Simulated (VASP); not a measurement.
Wanted: the native input for a VASP 6.6.1 run.

- Task: single point
- Functional: PBE
- Potentials or basis: VASP PAW PBE potentials, release 64 (Ti_sv)
- Cutoff: 520 eV
- k mesh: 13 × 13 × 7
- Occupations: methfessel-paxton, width 0.01 eV
- Spin: no spin polarisation
- Dipole correction: no
- Further INCAR settings: ALGO = Normal; EDIFF = 1e-07; NBANDS = 19

The structure of Ti lies in POSCAR:

```
Ti
1.0
    2.9499978604      0.0000000000      0.0000000000
   -1.4749989302      2.5547730882      0.0000000000
    0.0000000000      0.0000000000      4.6860000000
Ti
2
Direct
    0.3425947922      0.6734465252      0.2536963295
    0.6666666667      0.3333333333      0.7500000000
```

The input as run:

INCAR

```
SYSTEM = Ti
PREC     = Accurate       ! precision mode
ENCUT    = 520            ! plane-wave cutoff, eV
EDIFF    = 1E-7           ! SCF threshold, eV
ISMEAR   = 1              ! smearing method
SIGMA    = 0.01           ! smearing width, eV
LREAL    = .FALSE.        ! projectors in reciprocal space
LASPH    = .TRUE.         ! aspherical terms in the spheres
NELM     = 100            ! most SCF steps
ALGO     = Normal         ! electronic algorithm
ISIF     = 2              ! what is computed and relaxed
LWAVE    = .FALSE.        ! write WAVECAR
LCHARG   = .FALSE.        ! write CHGCAR
GGA      = PE             ! functional
NBANDS   = 19             ! bands
```

KPOINTS

```
Automatic mesh
0
G
  13 13 7
  0 0 0
```

Potentials or basis: VASP PAW PBE potentials, release 64 (Ti_sv).

Launch:

```console
$ cat potpaw_PBE.64/Ti_sv/POTCAR > POTCAR
$ mpirun -np 1 vasp_std > vasp.out
```

It gave:

```
Pressure               : -1.9 GPa
Largest force          : 0.055 eV/Å
Band gap on the k mesh : zero (bands 12 and 13 overlap by 1.09 eV)
```

Run time: 2.6 min on 1 thread of Intel(R) Xeon(R) Platinum 8559C (Emerald Rapids), on a shared host, peak memory 0.41 GiB.
